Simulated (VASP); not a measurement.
Sb: single point with PBEsol

Crystal: Sb.

```
CELL_PARAMETERS angstrom
3.16000 0.00000 0.00000
0.00000 3.16000 0.00000
0.00000 0.00000 3.23900
ATOMIC_POSITIONS crystal
Sb 0.00000 0.00000 0.00000
```

This cell differs from its parent crystal: strain +0.000 along x and y, +0.025 along z.

```yaml
Program: VASP 6.6.1
Task: single point
Functional: PBEsol
Potentials_or_basis: VASP PAW PBE potentials, release 64 (Sb)
Cutoff: 520 eV
k_mesh: 16 × 16 × 16
Occupations: gaussian, width 0.15 eV
Spin: no spin polarisation
```

* Pressure: -5.7 GPa

Stress tensor (GPa, compression positive):
```
-5.09  0.00  0.00
 0.00 -5.09  0.00
 0.00  0.00 -6.93
```

Levels at points of the mesh, in eV from the Fermi level:
| k point | band 1 | band 2 | band 3 | band 4 | band 5 | band 6 | band 7 |
| --- | --- | --- | --- | --- | --- | --- | --- |
| (0.00, 0.00, 0.00) | -11.81 | 2.64 | 3.27 | 3.27 | 6.63 | 7.02 | 7.76 |
| (0.50, 0.00, 0.00) | -9.57 | -5.08 | 4.47 | 5.11 | 8.81 | 10.13 | 10.82 |
| (0.50, 0.50, 0.00) | -7.22 | -3.15 | -3.15 | 2.44 | 6.29 | 12.12 | 12.73 |
| (0.00, 0.00, 0.50) | -9.86 | -5.01 | 4.88 | 4.88 | 8.83 | 10.52 | 10.90 |
| (0.50, 0.00, 0.50) | -7.53 | -3.36 | -3.04 | 2.40 | 6.70 | 12.32 | 12.99 |
| (0.50, 0.50, 0.50) | -4.99 | -1.57 | -1.57 | -1.21 | 4.80 | 4.99 | 4.99 |

Wall time 25 s on 1 thread of Intel(R) Xeon(R) Platinum 8259CL CPU @ 2.50GHz (Skylake/Cascade Lake), with other jobs on the host, peak memory 0.22 GiB.

Caveat: the cell differs from its parent crystal (strain +0.000 along x and y, +0.025 along z); the PAW data sets were made with another functional, which shifts forces and pressure a little; spin-orbit coupling is left out, which moves the levels of the heavy elements.
